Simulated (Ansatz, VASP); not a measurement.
**Al3GaN4: VASP beside Ansatz**

Contents of INCAR:

```
PREC = Accurate ; ENCUT = 520
EDIFF = 1E-6 ; ISMEAR = 0
SIGMA = 0.05 ; LREAL = Auto
LASPH = True ; NELM = 100
ALGO = Normal ; ISIF = 2
LWAVE = False ; LCHARG = False
GGA = PS ; NBANDS = 56
```

File KPOINTS:

```
regular mesh
0
Gamma
  5 5 3
```

File POSCAR:

```
Al3GaN4
1.0
    0.0000000000     -4.4069948432      0.0000000000
    0.0000000000      0.0000000000     -4.4069948432
   13.3139896863      0.0000000000      0.0000000000
Al Ga N
6 2 8
Direct
    0.5000000000      1.0000000000      0.0405149907
    0.5000000000      1.0000000000      0.3715198170
    0.0000000000      0.5000000000      0.0405149907
    0.0000000000      0.5000000000      0.3715198170
    0.5000000000      0.5000000000      0.2060174039
    0.5000000000      0.5000000000      0.5370222301
    0.0000000000      1.0000000000      0.2060174039
    0.0000000000      1.0000000000      0.5370222301
    0.2552922824      0.7447077176      0.1215144263
    0.2552922824      0.7447077176      0.4525192526
    0.7447077176      0.2552922824      0.1215144263
    0.7447077176      0.2552922824      0.4525192526
    0.2552922824      0.2552922824      0.6215252077
    0.2552922824      0.2552922824      0.2905203815
    0.7447077176      0.7447077176      0.6215252077
    0.7447077176      0.7447077176      0.2905203815
```

Input for Ansatz:

```yaml
crystal:
  lattice:
    - [0.0, -4.4069948432, 0.0]
    - [0.0, 0.0, -4.4069948432]
    - [13.3139896863, 0.0, 0.0]
  atoms:
    - { symbol: Al, position: [0.5, 1.0, 0.0405149907] }
    - { symbol: Al, position: [0.5, 1.0, 0.371519817] }
    - { symbol: Al, position: [0.0, 0.5, 0.0405149907] }
    - { symbol: Al, position: [0.0, 0.5, 0.371519817] }
    - { symbol: Al, position: [0.5, 0.5, 0.2060174039] }
    - { symbol: Al, position: [0.5, 0.5, 0.5370222301] }
    - { symbol: Ga, position: [0.0, 1.0, 0.2060174039] }
    - { symbol: Ga, position: [0.0, 1.0, 0.5370222301] }
    - { symbol: "N", position: [0.2552922824, 0.7447077176, 0.1215144263] }
    - { symbol: "N", position: [0.2552922824, 0.7447077176, 0.4525192526] }
    - { symbol: "N", position: [0.7447077176, 0.2552922824, 0.1215144263] }
    - { symbol: "N", position: [0.7447077176, 0.2552922824, 0.4525192526] }
    - { symbol: "N", position: [0.2552922824, 0.2552922824, 0.6215252077] }
    - { symbol: "N", position: [0.2552922824, 0.2552922824, 0.2905203815] }
    - { symbol: "N", position: [0.7447077176, 0.7447077176, 0.6215252077] }
    - { symbol: "N", position: [0.7447077176, 0.7447077176, 0.2905203815] }
basis:
  ecutwfc: 420
kpoints:
  mp_grid: { grid: [5, 5, 3] }
hamiltonian:
  xc: pbesol
scf:
  occupations: { method: gaussian, width: 0.05 }
output:
  forces: true
  stress: true
  eigenvalues: true
```

Alike in both runs: task single point; functional PBEsol; k mesh 5 × 5 × 3; occupations gaussian, width 0.05 eV; no spin polarisation.

|  | VASP | Ansatz |
| --- | --- | --- |
| version | VASP 6.6.1 | Ansatz 0.2.0 |
| potentials or method | VASP PAW PBE potentials, release 64 (Al, Ga_d, N), cutoff 520 eV | scalar-relativistic, plane waves, PAW |
| valence electrons in the cell | 84 | 84 |

```csv
,VASP,Ansatz,Ansatz less VASP
gap on the k mesh at the Fermi level (eV),none,none,-
pressure (GPa),-1.5,-1.4,+0.04
"traceless stress, the component that is largest in VASP (GPa)",1.05,0.97,-0.074
rms of the force components (eV/Å),0.542,0.542,0.0000
```

VASP's potentials were made for PBE, not for PBEsol. Atom by atom the forces differ by 0.008 eV/Å (rms over components). A gap of «none» marks a metal or a gap that the smearing closes. The functional is the same, so the differences come from potentials, cutoffs and numerics.
